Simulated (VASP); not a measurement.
Pt: single point with PBEsol

Pt:

```xyz
2
Lattice="0.0000 -1.9590 -1.9590 0.0000 1.9590 -1.9590 3.9179 0.0000 0.0000" Properties=species:S:1:pos:R:3 pbc="T T T"
Pt    1.9590   -0.0888   -1.9812
Pt    0.0000    0.0888    0.0222
```

This cell differs from its parent crystal: mode 4 frozen in at -0.089 Å and mode 5 at -0.022 Å (largest displacements).

| Property | Result |
| --- | --- |
| Program | VASP 6.6.1 |
| Task | single point |
| Functional | PBEsol |
| Potentials or basis | VASP PAW PBE potentials, release 64 (Pt) |
| Cutoff | 520 eV |
| k mesh | 16 × 16 × 12 |
| Occupations | gaussian, width 0.15 eV |
| Spin | no spin polarisation |

```json
{"Pressure": "2.1 GPa", "Largest force": "1.076 eV/Å", "Band gap on the k mesh": "zero (band 10 reaches 11.70 eV, above the bottom of band 11 at 10.33 eV)"}
```

Forces on the atoms (eV/Å):
```
Pt   0.000  1.059  0.190
Pt   0.000 -1.059 -0.190
```

Stress tensor (GPa, compression positive):
```
 4.01  0.00  0.00
 0.00  2.50 -0.37
 0.00 -0.37 -0.25
```

Levels at points of the mesh, in eV from the Fermi level:
| k point | band 6 | band 7 | band 8 | band 9 | band 10 | band 11 | band 12 | band 13 | band 14 | band 15 |
| --- | --- | --- | --- | --- | --- | --- | --- | --- | --- | --- |
| (0.00, 0.00, 0.00) | -3.73 | -1.76 | -1.55 | -0.05 | 0.28 | 0.52 | 1.71 | 8.84 | 11.44 | 11.61 |
| (0.50, 0.00, 0.00) | -3.98 | -2.60 | -2.42 | -2.34 | -1.12 | 1.49 | 2.24 | 10.02 | 11.46 | 12.06 |
| (0.00, 0.50, 0.00) | -4.24 | -2.47 | -2.35 | -1.99 | -1.31 | 1.62 | 2.08 | 10.28 | 11.16 | 12.43 |
| (0.50, 0.50, 0.00) | -0.04 | 0.34 | 0.45 | 0.48 | 0.54 | 1.73 | 2.12 | 8.62 | 8.86 | 11.35 |
| (0.00, 0.00, 0.50) | -3.29 | -2.16 | -2.16 | -1.94 | -1.94 | -0.74 | -0.74 | 16.06 | 16.06 | 16.60 |
| (0.50, 0.00, 0.50) | -3.84 | -0.72 | -0.72 | -0.04 | -0.04 | 0.26 | 0.26 | 5.76 | 5.76 | 14.30 |
| (0.00, 0.50, 0.50) | -3.79 | -0.63 | -0.63 | -0.11 | -0.11 | 0.13 | 0.13 | 5.81 | 5.81 | 14.41 |
| (0.50, 0.50, 0.50) | -4.58 | -1.89 | -1.89 | 0.50 | 0.50 | 6.80 | 6.80 | 8.15 | 8.15 | 8.42 |

It took 4.5 min on 1 thread of Intel(R) Xeon(R) Platinum 8259CL CPU @ 2.50GHz (Skylake/Cascade Lake), with other jobs on the host, peak memory 0.47 GiB.

Caveat: the cell differs from its parent crystal (mode 4 frozen in at -0.089 Å and mode 5 at -0.022 Å (largest displacements)); the PAW data sets were made with another functional, which shifts forces and pressure a little; spin-orbit coupling is left out, which moves the levels of the heavy elements.
